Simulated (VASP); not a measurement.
BaHg:

```
Ba Hg
1.0
     5.13000    0.00000    0.00000
    -2.56500    4.44271    0.00000
     0.00000    0.00000    8.37729
Ba Hg
2 2
Direct
  0.33333 0.66667 0.00000
  0.66667 0.33333 0.50000
  0.33333 0.66667 0.37500
  0.66667 0.33333 0.87500
```

```yaml
Program: VASP 6.6.1
Task: relaxation of cell and atoms
Functional: LDA
Potentials_or_basis: VASP PAW LDA potentials, release 64 (Ba_sv, Hg)
Cutoff: 600 eV
k_mesh: 5 × 5 × 3
Occupations: gaussian, width 0.1 eV
Spin: no spin polarisation
```

At the start: pressure 1.3 GPa; volume 47.73 Å³/atom.

Q: How do energy, volume and symmetry change on relaxing?

A: Over 42 steps the energy falls by 105.6 meV/atom and the volume is 43.39 Å³/atom (-9.1 %); space group P6_3mc (No. 186, to 0.1 Å) before and after.

Step by step:
| step | energy change (eV) | largest force (eV/Å) | pressure (GPa) | volume (Å³) |
| --- | --- | --- | --- | --- |
| 1 | 0.0000 | 0.0215 | 1.35 | 190.93 |
| 3 | -0.0512 | 0.0203 | -0.01 | 203.71 |
| 5 | -0.0513 | 0.0178 | 0.02 | 203.45 |
| 7 | -0.0522 | 0.0044 | 0.01 | 203.52 |
| 9 | -0.0566 | 0.0634 | -0.05 | 203.74 |
| 11 | -0.0597 | 0.1921 | -0.14 | 203.96 |
| 13 | -0.0597 | 0.1928 | -0.14 | 203.96 |
| 15 | -0.0599 | 0.1976 | -0.14 | 203.97 |
| 17 | -0.0607 | 0.2149 | -0.16 | 203.99 |
| 19 | -0.0623 | 0.2944 | -0.24 | 204.07 |
| 21 | -0.0694 | 0.3189 | -0.29 | 203.95 |
| 23 | -0.0945 | 0.4819 | -0.54 | 203.07 |
| 25 | -0.0900 | 0.5887 | -0.62 | 202.61 |
| 27 | -0.1638 | 0.6636 | -1.04 | 198.61 |
| 29 | -0.1478 | 0.7618 | -1.12 | 197.32 |
| 31 | -0.3226 | 0.4407 | -1.04 | 188.05 |
| 33 | -0.4072 | 0.0909 | -0.58 | 176.25 |
| 35 | -0.4204 | 0.0497 | 0.00 | 171.95 |
| 37 | -0.4206 | 0.0436 | 0.07 | 171.38 |
| 39 | -0.4219 | 0.0133 | 0.05 | 172.15 |
| 41 | -0.4224 | 0.0196 | 0.03 | 173.02 |
| 42 | -0.4226 | 0.0030 | -0.01 | 173.56 |

Final structure:
```xyz
4
Lattice="4.3184 0.0000 0.0000 -2.1592 3.7399 0.0000 0.0000 0.0000 10.7466" Properties=species:S:1:pos:R:3 pbc="T T T"
Ba    0.0000    2.4933    0.3708
Ba    2.1592    1.2466    5.7441
Hg    0.0000    2.4933    3.6592
Hg    2.1592    1.2466    9.0324
```

Caveat: a cell axis changed by over 15 % at a fixed basis, so the end point is rough.
